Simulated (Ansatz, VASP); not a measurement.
**Two plane-wave programs on Ir**

The input POSCAR:

```
Ir
1.0
    0.0000000000      1.9250997608      1.9250997608
    1.9250997608      0.0000000000      1.9250997608
    1.9250997608      1.9250997608      0.0000000000
Ir
1
Direct
    0.0000000000      0.0000000000      0.0000000000
```

The input INCAR.step1:

```
SYSTEM = Ir
PREC     = Accurate       ! precision mode
ENCUT    = 600            ! plane-wave cutoff, eV
ISMEAR   = 0              ! smearing method
SIGMA    = 0.1            ! smearing width, eV
LREAL    = .FALSE.        ! projectors in reciprocal space
LASPH    = .TRUE.         ! aspherical terms in the spheres
NELM     = 100            ! most SCF steps
GGA      = PE             ! functional
ALGO     = Normal         ! electronic algorithm
EDIFF    = 1E-4           ! SCF threshold, eV
LWAVE    = .TRUE.         ! write WAVECAR
LCHARG   = .FALSE.        ! write CHGCAR
```

File INCAR.step2:

```
SYSTEM = Ir
PREC     = Accurate       ! precision mode
ENCUT    = 600            ! plane-wave cutoff, eV
EDIFF    = 1E-6           ! SCF threshold, eV
ISMEAR   = 0              ! smearing method
SIGMA    = 0.1            ! smearing width, eV
LREAL    = .FALSE.        ! projectors in reciprocal space
LASPH    = .TRUE.         ! aspherical terms in the spheres
NELM     = 100            ! most SCF steps
ALGO     = Normal         ! electronic algorithm
ISIF     = 3              ! what is computed and relaxed
LWAVE    = .FALSE.        ! write WAVECAR
LCHARG   = .FALSE.        ! write CHGCAR
METAGGA  = R2SCAN         ! meta-GGA
LMIXTAU  = .TRUE.       
IBRION   = 2              ! ionic algorithm
NSW      = 80             ! ionic steps
EDIFFG   = -0.01          ! ionic threshold
ISTART   = 1
```

KPOINTS

```
regular mesh
0
G
  18 18 18
  0 0 0
```

Input for Ansatz:

```yaml
crystal:
  lattice:
    - [0.0, 1.9250997608, 1.9250997608]
    - [1.9250997608, 0.0, 1.9250997608]
    - [1.9250997608, 1.9250997608, 0.0]
  atoms:
    - { symbol: Ir, position: [0.0, 0.0, 0.0] }
basis:
  ecutwfc: 500
kpoints:
  mp_grid: { grid: [18, 18, 18] }
hamiltonian:
  xc: r2scan
scf:
  occupations: { method: gaussian, width: 0.1 }
output:
  forces: true
  stress: true
  eigenvalues: true
relax:
  adjacent_minimum: "off"
  f_tol: 0.01
  max_steps: 60
  cell: { stress_tol: 0.1 }
```

Alike in both runs: task relaxation of cell and atoms; functional r2SCAN; k mesh 18 × 18 × 18; occupations gaussian, width 0.1 eV; no spin polarisation.

|  | VASP | Ansatz |
| --- | --- | --- |
| version | VASP 6.6.1 | Ansatz 0.2.0 |
| potentials or method | VASP PAW PBE potentials, release 64 (Ir), cutoff 600 eV | scalar-relativistic, plane waves, PAW |
| valence electrons in the cell | 9 | 17 |

Ansatz gave:

| Item | Value |
| --- | --- |
| gap on the k mesh at the Fermi level, each at its own relaxed structure (eV) | none |
| relaxed volume (Å³/atom) | 14.20 |
| relaxed cell length with the largest relative difference (Å) | 2.718 |

Problem. Which values does VASP return?

Solution. gap on the k mesh at the Fermi level, each at its own relaxed structure (eV): none; relaxed volume (Å³/atom): 14.29; relaxed cell length with the largest relative difference (Å): 2.724.

VASP's potentials were made for PBE, not for r2SCAN. A gap of «none» marks a metal or a gap that the smearing closes. VASP's potentials hold 9 valence electrons a cell and Ansatz's 17, so a difference there can come from the potentials and not from the codes.

Spin-orbit coupling is off throughout.
